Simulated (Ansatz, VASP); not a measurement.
# One calculation of Ge, two programs

The input INCAR:

```
ALGO = Normal
EDIFF = 1E-6
ENCUT = 500
GGA = LIBXC
GGA_COMPAT = F
ISIF = 2
ISMEAR = -1
LASPH = T
LCHARG = F
LIBXC1 = GGA_X_RPBE
LIBXC2 = GGA_C_LYP
LORBIT = 11
LORBMOM = T
LREAL = F
LSORBIT = T
LWAVE = F
MAGMOM = 0 0 0 0 0 0
NBANDS = 40
NELM = 200
PREC = Accurate
SIGMA = 0.1
```

Contents of KPOINTS:

```
k-points
0
Gamma
  6 6 6
```

File POSCAR:

```
Ge
1.0
    0.0000000000      2.8289100000      2.8289100000
    2.8289100000      0.0000000000      2.8289100000
    2.8289100000      2.8289100000      0.0000000000
Ge
2
Direct
    0.7500000000      0.7500000000      0.7500000000
    0.5000000000      0.5000000000      0.5000000000
```

input.yaml

```yaml
crystal:
  lattice:
    - [0.0, 2.82891, 2.82891]
    - [2.82891, 0.0, 2.82891]
    - [2.82891, 2.82891, 0.0]
  atoms:
    - { symbol: Ge, position: [0.75, 0.75, 0.75] }
    - { symbol: Ge, position: [0.5, 0.5, 0.5] }
kpoints:
  mp_grid: { grid: [6, 6, 6] }
  band_path:
    path:
      - [0.0, 0.0, 0.0]
      - [0.5, 0.0, 0.5]
      - [0.5, 0.25, 0.75]
      - [0.375, 0.375, 0.75]
      - [0.0, 0.0, 0.0]
      - [0.5, 0.5, 0.5]
      - [0.625, 0.25, 0.625]
      - [0.5, 0.25, 0.75]
    npoints: 12
scf:
  occupations: { method: fermi_dirac, width: 0.1 }
hamiltonian:
  xc: { exchange: rpbe, correlation: lyp }
  pseudopotentials: { kind: all_electron, lapw: { basis_error: 0.001 } }
magnetization:
  noncollinear: true
  spin_orbit: true
output:
  forces: true
  stress: true
  eigenvalues: true
```

Alike in both runs: functional rpbe exchange, lyp correlation; k mesh 6 × 6 × 6; occupations fermi-dirac, width 0.1 eV; non-collinear spin, spin-orbit coupling.

|  | VASP | Ansatz |
| --- | --- | --- |
| version | VASP 6.6.1 | Ansatz 0.2.0 |
| potentials or method | VASP PAW PBE potentials, release 64 (Ge_d), cutoff 500 eV | all-electron LAPW, relativistic spinors |
| task | single point | band structure |

|  | VASP | Ansatz | Ansatz less VASP |
| --- | --- | --- | --- |
| pressure (GPa) | 9.4 | 9.4 | +0.04 |
| net moment per atom (μB) | 0.00 | 0.00 | 0.000 |

VASP's potentials were made for PBE, not for rpbe exchange, lyp correlation. Ansatz ran all-electron here, and VASP with PAW potentials.

Noted on Ansatz's run: the k mesh is thin for a metal, which can move the energy by tens of meV per atom.
